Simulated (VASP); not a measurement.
Write the native input for VASP 6.6.1 that does the following.

| Quantity | Value |
| --- | --- |
| Task | single point |
| Functional | PBE |
| Potentials or basis | VASP PAW PBE potentials, release 64 (Se) |
| Cutoff | 520 eV |
| k mesh | 6 × 6 × 4 |
| Occupations | gaussian, width 0.01 eV |
| Spin | no spin polarisation |
| Dipole correction | no |
| Further INCAR settings | ALGO = Normal; EDIFF = 1e-06; NBANDS = 16 |

The structure of Se lies in POSCAR:

```
Se
1.0
    4.2926573527      0.0000000000      0.0000000000
   -2.1463286763      3.7175503172      0.0000000000
    0.0000000000      0.0000000000      5.0408504727
Se
3
Direct
    0.2284670362      0.0000000000      0.3333333333
    0.0000000000      0.2284670362      0.6666666667
    0.7715329638      0.7715329638      0.0000000000
```

One way to write it, as run:

INCAR

```
ALGO = Normal ; EDIFF = 1E-6
ENCUT = 520 ; GGA = PE
ISIF = 2 ; ISMEAR = 0
LASPH = True ; LCHARG = False
LREAL = False ; LWAVE = False
NBANDS = 16 ; NELM = 60
PREC = Accurate ; SIGMA = 0.01
```

KPOINTS

```
k-points
0
Gamma
  6 6 4
```

Potentials or basis: VASP PAW PBE potentials, release 64 (Se).

Launch:

```bash
$ cat potpaw_PBE.64/Se/POTCAR > POTCAR
$ mpirun -np 1 vasp_std > vasp.out
```

Results of the run:

```yaml
Pressure: 2.4 GPa
Largest_force: 0.332 eV/Å
Band_gap_on_the_k_mesh: 0.83 eV, indirect (least direct gap 0.97 eV)
```

Run time: 20 s on 1 thread of Intel(R) Xeon(R) Platinum 8375C CPU @ 2.90GHz (Ice Lake), on a shared host, peak memory 0.19 GiB.
